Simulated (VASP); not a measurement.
Wanted: the native input for a VASP 6.6.1 run.

- Task: relaxation of cell and atoms
- Functional: RPBE
- Potentials or basis: VASP PAW PBE potentials, release 64 (Zr_sv, B)
- Cutoff: 600 eV
- k mesh: 10 × 10 × 8
- Occupations: fermi-dirac, width 0.05 eV
- Spin: no spin polarisation
- Dipole correction: no
- Further INCAR settings: ALGO = Normal; EDIFF = 1e-07; IBRION = 2; EDIFFG = -0.01; NSW = 60; ISIF = 3

The structure of ZrB2 lies in POSCAR:

```
ZrB2
1.0
    3.1700000000      0.0000000000      0.0000000000
   -1.5850000000      2.7453005300      0.0000000000
    0.0000000000      0.0000000000      3.5330000000
Zr B
1 2
Direct
    0.0000000000      0.0000000000      0.0000000000
    0.6666666667      0.3333333333      0.5000000000
    0.3333333333      0.6666666667      0.5000000000
```

One way to write it, as run:

INCAR

```
ALGO = Normal
EDIFF = 1E-7
EDIFFG = -0.01
ENCUT = 600
GGA = RP
IBRION = 2
ISIF = 3
ISMEAR = -1
LASPH = True
LCHARG = False
LREAL = False
LWAVE = False
NELM = 60
NSW = 60
PREC = Accurate
SIGMA = 0.05
```

KPOINTS

```
k-points
0
Gamma
  10 10 8
```

Potentials or basis: VASP PAW PBE potentials, release 64 (Zr_sv, B).

Command:

```console
$ cat potpaw_PBE.64/Zr_sv/POTCAR potpaw_PBE.64/B/POTCAR > POTCAR
$ mpirun -np 1 vasp_std > vasp.out
```

Results of the run:

```json
{
 "Relaxed volume": "10.44 Å³/atom",
 "Relaxed cell": "a = 3.186 Å, b = 3.186 Å, c = 3.563 Å, α = 90.00°, β = 90.00°, γ = 120.00°",
 "Space group after relaxing (to 0.05 Å)": "P6/mmm (No. 191)",
 "Energy gained by relaxing": "2.7 meV/atom",
 "Ionic steps": "5",
 "Pressure after relaxing": "0.1 GPa",
 "Band gap on the k mesh": "zero (band 9 reaches 11.01 eV, above the bottom of band 10 at 10.19 eV)"
}
```

Caveat: the PAW data sets were made with another functional, which shifts forces and pressure a little.

It took 90 s on 1 thread of Intel(R) Xeon(R) 6975P-C (Granite Rapids) (shared host), peak memory 0.18 GiB.
